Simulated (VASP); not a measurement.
# Rh (P6_3/mmc) in VASP: further runs

Rh is run at these levels: PBEsol; tasks: single point.

Program: VASP 6.6.1. These are calculated values, not measurements. Logs are shortened: lines on timing, memory, paths and dates and some standing lists are left out, and cuts for length are marked.

## (1) The cell of the first run

The structure is hexagonal, space group P6_3/mmc (No. 194). The conventional cell has a = 2.617 Å, b = 2.617 Å, c = 4.244 Å, α = 90.00°, β = 90.00°, γ = 120.00°. Within 3.4 Å of Rh (site symmetry -6m2) lie 12 Rh at 2.60 to 2.62 Å.

## (2) Single point, PBEsol

Input file INCAR:

```
SYSTEM = Rh
PREC     = Accurate       ! precision mode
ENCUT    = 520            ! plane-wave cutoff, eV
EDIFF    = 1E-7           ! SCF threshold, eV
ISMEAR   = -1             ! smearing method
SIGMA    = 0.1            ! smearing width, eV
LREAL    = .False.        ! projectors in reciprocal space
LASPH    = .True.         ! aspherical terms in the spheres
NELM     = 60             ! most SCF steps
ALGO     = Normal         ! electronic algorithm
ISIF     = 2              ! what is computed and relaxed
LWAVE    = .False.        ! write WAVECAR
LCHARG   = .False.        ! write CHGCAR
GGA      = PS             ! functional
NBANDS   = 22             ! bands
```

Input file KPOINTS:

```
regular mesh
0
Gamma
  12 12 7
  0 0 0
```

Input file POSCAR:

```
Rh
1.0
    2.6170534020      0.0000000000      0.0000000000
   -1.3085271801      2.2664345459      0.0000000000
    0.0000000000      0.0000000000      4.2437500263
Rh
2
Direct
    0.6666666667      0.3333333333      0.7500000000
    0.3333333333      0.6666666667      0.2500000000
```

Potentials or basis: VASP PAW PBE potentials, release 64 (Rh_pv).

Launch:

```sh
cat potpaw_PBE.64/Rh_pv/POTCAR > POTCAR
mpirun -np 1 vasp_std > vasp.out
```

OUTCAR:

```text
SYSTEM = Rh
   PREC = Accurate
   ENCUT = 520
   EDIFF = 1E-7
   ISMEAR = -1
   LREAL = .False.
   LASPH = .True.
   NELM = 60
   ISIF = 2
   GGA = PS

 ion  position               nearest neighbor table
   1  0.667  0.333  0.750-   2 2.60   2 2.60   2 2.60   2 2.60   2 2.60   2 2.60
   2  0.333  0.667  0.250-   1 2.60   1 2.60   1 2.60   1 2.60   1 2.60   1 2.60

  LATTYP: Found a hexagonal cell.
 ALAT       =     2.6170534020
 C/A-ratio  =     1.6215756328

  Lattice vectors:

 A1 = (   2.6170534020,   0.0000000000,   0.0000000000)
 A2 = (  -1.3085271801,   2.2664345459,   0.0000000000)
 A3 = (   0.0000000000,   0.0000000000,   4.2437500263)

Analysis of symmetry for initial positions (statically):
=====================================================================
 Subroutine PRICEL returns:
 Original cell was already a primitive cell.

 Routine SETGRP: Setting up the symmetry group for a
 hexagonal supercell.

 Subroutine GETGRP returns: Found 24 space group operations
 (whereof 12 operations were pure point group operations)
 out of a pool of 24 trial point group operations.

The static configuration has the point symmetry D_3d.
 The point group associated with its full space group is D_6h.

Analysis of symmetry for dynamics (positions and initial velocities):
=====================================================================
 Subroutine PRICEL returns:
 Original cell was already a primitive cell.

 Routine SETGRP: Setting up the symmetry group for a
 hexagonal supercell.

 Subroutine GETGRP returns: Found 24 space group operations
 (whereof 12 operations were pure point group operations)
 out of a pool of 24 trial point group operations.

The dynamic configuration has the point symmetry D_3d.
 The point group associated with its full space group is D_6h.

 Subroutine INISYM returns: Found 24 space group operations
 (whereof 12 operations are pure point group operations),
 and found     1 'primitive' translations

----------------------------------------------------------------------------------------

                                     Primitive cell

  volume of cell :      25.1713

  direct lattice vectors                    reciprocal lattice vectors
     2.617053402  0.000000000  0.000000000     0.382109131  0.220610908  0.000000000
    -1.308527180  2.266434546  0.000000000     0.000000000  0.441221654  0.000000000
     0.000000000  0.000000000  4.243750026     0.000000000  0.000000000  0.235640647

  length of vectors
[... 80 lines left out ...]
   ENCUT  =  520.0 eV  38.22 Ry    6.18 a.u.   4.87  4.87  7.89*2*pi/ulx,y,z
   NELM   =     60;   NELMIN=  2; NELMDL= -5     # of ELM steps
   EDIFF  = 0.1E-06   stopping-criterion for ELM
   LREAL  =      F    real-space projection
   EDIFFG = 0.1E-05   stopping-criterion for IOM
   NSW    =      0    number of steps for IOM
   IBRION =     -1    ionic relax: 0-MD 1-quasi-New 2-CG
   NFREE  =      0    steps in history (QN), initial steepest desc. (CG)
   ISIF   =      2    stress and relaxation
   ISYM   =      2    0-nonsym 1-usesym 2-fastsym
   POTIM  = 0.5000    time-step for ionic-motion
   TEBEG  =    0.0;   TEEND  =   0.0 temperature during run
   PSTRESS=    0.0 pullay stress
   NELECT =      30.0000    total number of electrons
   NUPDOWN=      -1.0000    fix difference up-down
   EMIN   =  10.00;   EMAX   =-10.00  energy-range for DOS
   EFERMI =   0.00;   METHOD = LEGACY
   ISMEAR =    -1;   SIGMA  =   0.10  broadening in eV -4-tet -1-fermi 0-gaus
   EFERMI_NEDOS =   21; number of points for ismear=-14 and -15
   IALGO  =     38    algorithm
   IMIX   =      4    mixing-type and parameters
     AMIX     =   0.40;   BMIX     =  1.00
     AMIX_MAG =   1.60;   BMIX_MAG =  1.00
  volume/ion in A,a.u.               =      12.59        84.93
  Fermi-wavevector in a.u.,A,eV,Ry     =   1.735722  3.280038 40.990672  3.012729
  Thomas-Fermi vector in A             =   2.809273
   LORBIT       =      0    0 simple, 1 ext, 2 COOP (PROOUT), +10 PAW based schemes
   GGA     = PS    functional components
   LHFCALC =     F    Hartree Fock is set to
   AEXX    =    0.0000 exact exchange contribution
   IVDW    =     0    specifies the selected vdW correction
   LEPSILON=     F    determine dielectric tensor
   LRPA    =     F    only Hartree local field effects (RPA)
 non-spin polarized calculation
  energy-cutoff  :      520.00
  volume of cell :       25.17
 maximum number of plane-waves:       699
 NGX is ok and might be reduce to    20
   NGX =  9   NGY =  9   NGZ = 15

 number of electron      29.9999995 magnetization

 Free energy of the ion-electron system (eV)
  ---------------------------------------------------
  ext. energy  EPLUGINS =         0.00000000
  ---------------------------------------------------
  free energy    TOTEN  =       -16.09635411 eV

  energy without entropy =      -16.00575059  energy(sigma->0) =      -16.05105235

 E-fermi :  13.5655     XC(G=0): -14.7932

 val. band max:       13.5642870126   @ k =   0.3333   0.0833   0.0000
 cond. band min:      13.5663593901   @ k =   0.1667   0.1667   0.4286
 fundamental gap:      0.0020723775
 Fermi energy:        13.5654884043

 k-point     1 :       0.0000    0.0000    0.0000
  band No.  band energies     occupation
      1     -34.0295      2.00000
      2     -33.1462      2.00000
      3     -33.1461      2.00000
      4     -33.0156      2.00000
      5     -33.0052      2.00000
      6     -33.0052      2.00000
[... 589 lines left out ...]
     21      29.5772      0.00000
     22      29.7288      0.00000

 [... further k-points ...]

------------------------ aborting loop because EDIFF is reached ----------------------------------------

  FORCE on cell =-STRESS in cart. coord.  units (eV):
  Direction    XX          YY          ZZ          XY          YZ          ZX
  --------------------------------------------------------------------------------------
  -------------------------------------------------------------------------------------
  Total        4.1898009      4.1898002      4.0901726     -0.0000009      0.0000000      0.0000000
  in kB      266.6848863    266.6848432    260.3434478     -0.0000564      0.0000000      0.0000000
  external PRESSURE =     264.5710591 kB  Pullay stress =       0.0000000 kB

 VOLUME and BASIS-vectors are now :
 -----------------------------------------------------------------------------
  energy-cutoff  :      520.00
  volume of cell :       25.17
      direct lattice vectors                 reciprocal lattice vectors
     2.617053402  0.000000000  0.000000000     0.382109131  0.220610908  0.000000000
    -1.308527180  2.266434546  0.000000000     0.000000000  0.441221654  0.000000000
     0.000000000  0.000000000  4.243750026     0.000000000  0.000000000  0.235640647

 POSITION                                       TOTAL-FORCE (eV/Angst)
 -----------------------------------------------------------------------------------
      1.30853      0.75548      3.18281        -0.000000      0.000000      0.000000
     -0.00000      1.51096      1.06094         0.000000     -0.000000      0.000000
 -----------------------------------------------------------------------------------
    total drift:                                0.000000     -0.000000      0.000000

  FREE ENERGIE OF THE ION-ELECTRON SYSTEM (eV)
  ---------------------------------------------------
  free  energy   TOTEN  =       -16.0963541083 eV

  energy  without entropy=      -16.0057505861  energy(sigma->0) =      -16.05105235
```

OSZICAR:

```text
N       E                     dE             d eps       ncg     rms          rms(c)
DAV:   1     0.326012025361E+03    0.32601E+03   -0.18985E+04  3352   0.162E+03
DAV:   2    -0.998297579680E+01   -0.33600E+03   -0.32378E+03  3458   0.481E+02
DAV:   3    -0.172257628021E+02   -0.72428E+01   -0.72065E+01  3926   0.795E+01
DAV:   4    -0.172727304663E+02   -0.46968E-01   -0.46962E-01  3736   0.641E+00
DAV:   5    -0.172734496014E+02   -0.71914E-03   -0.71913E-03  3986   0.816E-01    0.198E+01
DAV:   6    -0.161657778147E+02    0.11077E+01   -0.22735E+00  3668   0.166E+01    0.710E+00
DAV:   7    -0.161056888639E+02    0.60089E-01   -0.95421E-02  3986   0.298E+00    0.264E+00
DAV:   8    -0.160972300711E+02    0.84588E-02   -0.16583E-02  3596   0.153E+00    0.628E-01
DAV:   9    -0.160963426266E+02    0.88744E-03   -0.74425E-04  3836   0.337E-01    0.497E-02
DAV:  10    -0.160963543010E+02   -0.11674E-04   -0.81363E-06  4066   0.264E-02    0.138E-02
DAV:  11    -0.160963544005E+02   -0.99460E-07   -0.19845E-06  3824   0.153E-02    0.109E-03
DAV:  12    -0.160963540937E+02    0.30677E-06   -0.37356E-08  2308   0.222E-03    0.228E-04
DAV:  13    -0.160963541083E+02   -0.14641E-07   -0.38642E-09  1972   0.569E-04
   1 F= -.16096354E+02 E0= -.16051052E+02  d E =-.906035E-01
```

stdout:

```text
POSCAR found type information on POSCAR Rh
 POSCAR found :  1 types and       2 ions
 scaLAPACK will be used
 -----------------------------------------------------------------------------
|                                                                             |
|                                                                             |
|     You enforced a specific xc type in the INCAR file but a different       |
|     I HOPE YOU KNOW WHAT YOU ARE DOING!                                     |
|                                                                             |
 -----------------------------------------------------------------------------

 LDA part: xc-table for (Slater+PW92), standard interpolation
 POSCAR, INCAR and KPOINTS ok, starting setup
 FFT: planning ... GRIDC
 FFT: planning ... GRID_SOFT
 FFT: planning ... GRID
 WAVECAR not read
 entering main loop
```

It took 18 s on 1 thread of Intel Xeon Platinum 8559C (Emerald Rapids), shared host; peak memory 0.15 GiB.

What came out:

```yaml
Free_energy: -16.0964 eV
Pressure: 26.5 GPa
Band_gap_on_the_k_mesh: zero (band 15 reaches 14.31 eV, above the bottom of band 16 at 11.50 eV)
```

Caveat: the PAW data sets were made with another functional, which shifts forces and pressure a little.

## (3) Single point, PBEsol

This run uses another cell than the first one, of 13.16 Å³/atom, 1.045 times its volume.

Input file INCAR:

```
ALGO     = Normal         # electronic algorithm
EDIFF    = 1E-6           # SCF threshold, eV
ENCUT    = 520            # plane-wave cutoff, eV
GGA      = PS             # functional
ISIF     = 2              # what is computed and relaxed
ISMEAR   = -1             # smearing method
LASPH    = T              # aspherical terms in the spheres
LCHARG   = F              # write CHGCAR
LREAL    = F              # projectors in reciprocal space
LWAVE    = F              # write WAVECAR
NBANDS   = 22             # bands
NELM     = 80             # most SCF steps
PREC     = Accurate       # precision mode
SIGMA    = 0.1            # smearing width, eV
```

Input file KPOINTS:

```
k-points
0
Gamma
  12 12 7
```

Input file POSCAR:

```
Rh
1.0
    2.6561196600      0.0000000000      0.0000000000
   -1.3280603163      2.3002669151      0.0000000000
    0.0000000000      0.0000000000      4.3070989184
Rh
2
Direct
    0.6666666667      0.3333333333      0.7500000000
    0.3333333333      0.6666666667      0.2500000000
```

Potentials or basis: VASP PAW PBE potentials, release 64 (Rh_pv).

Launch:

```sh
cat potpaw_PBE.64/Rh_pv/POTCAR > POTCAR
mpirun -np 1 vasp_std > vasp.out
```

It took 16 s on 1 thread of Intel Xeon Platinum 8559C (Emerald Rapids), shared host; peak memory 0.16 GiB.

Results (log left out):

| Property | Result |
| --- | --- |
| Free energy | -16.2236 eV |
| Pressure | 9.6 GPa |
| Band gap on the k mesh | zero (band 15 reaches 13.37 eV, above the bottom of band 16 at 10.75 eV) |

Stress tensor (GPa, compression positive):
```
9.93 0.00 0.00
0.00 9.93 0.00
0.00 0.00 8.99
```

Levels at points of the mesh, in eV from the Fermi level:
```csv
k point,band 13,band 14,band 15,band 16,band 17,band 18
"(0.00, 0.00, 0.00)",-2.70,-2.03,-2.03,0.15,0.15,0.57
"(0.50, 0.00, 0.00)",-2.34,0.49,0.69,0.82,3.16,5.36
```

Caveat: the PAW data sets were made with another functional, which shifts forces and pressure a little.

## (4) Single point, PBEsol

This run uses another cell than the first one, of 13.73 Å³/atom, 1.091 times its volume.

Input file INCAR:

```
PREC = Accurate ; ENCUT = 520
EDIFF = 1E-6 ; ISMEAR = -1
SIGMA = 0.1 ; LREAL = False
LASPH = True ; NELM = 100
ALGO = Normal ; ISIF = 2
LWAVE = False ; LCHARG = False
GGA = PS ; NBANDS = 22
```

Input file KPOINTS:

```
Automatic mesh
0
Gamma
  12 12 7
```

Input file POSCAR:

```
Rh
1.0
    2.6940693538      0.0000000000      0.0000000000
   -1.3470351702      2.3331323113      0.0000000000
    0.0000000000      0.0000000000      4.3686372171
Rh
2
Direct
    0.6666666667      0.3333333333      0.7500000000
    0.3333333333      0.6666666667      0.2500000000
```

Launch:

```sh
cat potpaw_PBE.64/Rh_pv/POTCAR > POTCAR
mpirun -np 1 vasp_std > vasp.out
```

It took 16 s on 1 thread of Intel Xeon Platinum 8559C (Emerald Rapids), shared host; peak memory 0.15 GiB.

Results (log left out):

- Free energy: -16.2450 eV
- Pressure: -3.4 GPa
- Band gap on the k mesh: zero (band 15 reaches 12.51 eV, above the bottom of band 16 at 10.07 eV)

Stress tensor (GPa, compression positive):
```
-2.97  0.00  0.00
 0.00 -2.97  0.00
 0.00  0.00 -4.17
```

Levels at points of the mesh, in eV from the Fermi level:
| k point | band 11 | band 12 | band 13 | band 14 | band 15 | band 16 | band 17 | band 18 | band 19 | band 20 |
| --- | --- | --- | --- | --- | --- | --- | --- | --- | --- | --- |
| (0.00, 0.00, 0.00) | -3.05 | -2.53 | -2.53 | -1.90 | -1.90 | 0.15 | 0.15 | 0.62 | 8.56 | 15.84 |
| (0.50, 0.00, 0.00) | -2.74 | -2.27 | -2.20 | 0.46 | 0.64 | 0.76 | 3.02 | 5.13 | 10.28 | 10.75 |

Caveat: the PAW data sets were made with another functional, which shifts forces and pressure a little.

## (5) Overview

```tsv
cell	gap on the mesh (eV)	pressure (GPa)
a = 2.617, b = 2.617, c = 4.244 Å, angles 90.0, 90.0, 120.0°, 2 atoms	none	26.5
a = 2.656, b = 2.656, c = 4.307 Å, angles 90.0, 90.0, 120.0°, 2 atoms	none	9.6
a = 2.694, b = 2.694, c = 4.369 Å, angles 90.0, 90.0, 120.0°, 2 atoms	none	-3.4
```

Alike in all rows: task single point; level PBEsol; potentials or basis VASP PAW PBE potentials, release 64 (Rh_pv); no spin polarisation; k mesh 12 × 12 × 7; cutoff (eV) 520; smearing fermi-dirac 0.1 eV.

Caveats: the PAW data sets were made with another functional, which shifts forces and pressure a little.

Absolute energies hang on the potentials; compare differences alone.
